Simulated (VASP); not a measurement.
Sn: single point with r2SCAN

Crystal: Sn.

```
Sn
1.0
    -1.85603    1.90871    2.33834
     1.85603   -1.90871    2.33834
     1.85603    1.90871   -2.33834
Sn
1
Direct
  0.00000 0.00000 0.00000
```

This cell differs from its parent crystal: strain +0.0750 x Voigt [1, 1, 0, 0, 0, 0].

| Quantity | Value |
| --- | --- |
| Program | VASP 6.6.1 |
| Task | single point |
| Functional | r2SCAN |
| Potentials or basis | VASP PAW PBE potentials, release 64 (Sn_d) |
| Cutoff | 520 eV |
| k mesh | 20 × 20 × 20 |
| Occupations | gaussian, width 0.15 eV |
| Spin | no spin polarisation |

The pressure is -6.4 GPa. The band gap on the k mesh is zero (bands 7 and 8 overlap by 8.15 eV).

Stress tensor (GPa, compression positive):
```
-6.56  0.00  0.00
 0.00 -6.60  0.00
 0.00  0.00 -6.18
```

Levels at points of the mesh, in eV from the Fermi level:
```tsv
k point	band 4	band 5	band 6	band 7	band 8	band 9	band 10	band 11
(0.00, 0.00, 0.00)	-22.19	-22.15	-10.35	6.41	6.42	6.81	10.83	11.25
(0.50, 0.00, 0.00)	-22.15	-22.12	-6.88	-3.90	4.26	5.73	8.77	9.56
(0.00, 0.50, 0.00)	-22.14	-22.12	-6.67	-3.85	3.89	5.37	8.37	9.05
(0.50, 0.50, 0.00)	-22.13	-22.10	-5.76	-3.39	2.05	2.97	6.07	6.29
(0.50, 0.50, 0.50)	-22.11	-22.11	-4.30	-2.37	0.66	1.22	4.49	5.19
```

It took 14 min on 1 thread of Intel(R) Xeon(R) 6975P-C (Granite Rapids) (shared host), peak memory 0.54 GiB.

Caveat: the cell differs from its parent crystal (strain +0.0750 x Voigt [1, 1, 0, 0, 0, 0]); the cell stands under tension; the PAW data sets were made with another functional, which shifts forces and pressure a little; spin-orbit coupling is left out, which moves the levels of the heavy elements.
